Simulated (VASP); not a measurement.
SiC, 6 atoms in the cell. The typed cell holds 6 atoms: a = 2.870 Å, b = 2.870 Å, c = 7.027 Å, α = 90.00°, β = 90.00°, γ = 120.00°. 

| Property | Result |
| --- | --- |
| Program | VASP 6.6.1 |
| Task | single point |
| Functional | PBE |
| Potentials or basis | VASP PAW PBE potentials, release 64 (Si, C) |
| Cutoff | 520 eV |
| k mesh | 6 × 6 × 4 |
| Occupations | gaussian, width 0.1 eV |
| Spin | no spin polarisation |
| Dipole correction | no |
| Further INCAR settings | ALGO = Normal; EDIFF = 1e-06; NBANDS = 21 |

Potentials or basis: VASP PAW PBE potentials, release 64 (Si, C).

The run is started by

```bash
$ cat potpaw_PBE.64/Si/POTCAR potpaw_PBE.64/C/POTCAR > POTCAR
$ mpirun -np 1 vasp_std > vasp.out
```

Hardware: 1 thread of Intel(R) Xeon(R) 6975P-C (Granite Rapids), with other jobs on the host.

**Question.** How long does it take, and how much memory?

**Answer.** Run time: 10 s on 1 thread of Intel(R) Xeon(R) 6975P-C (Granite Rapids), on a shared host, peak memory 0.17 GiB. Counts: scf iterations 12, k points 24.
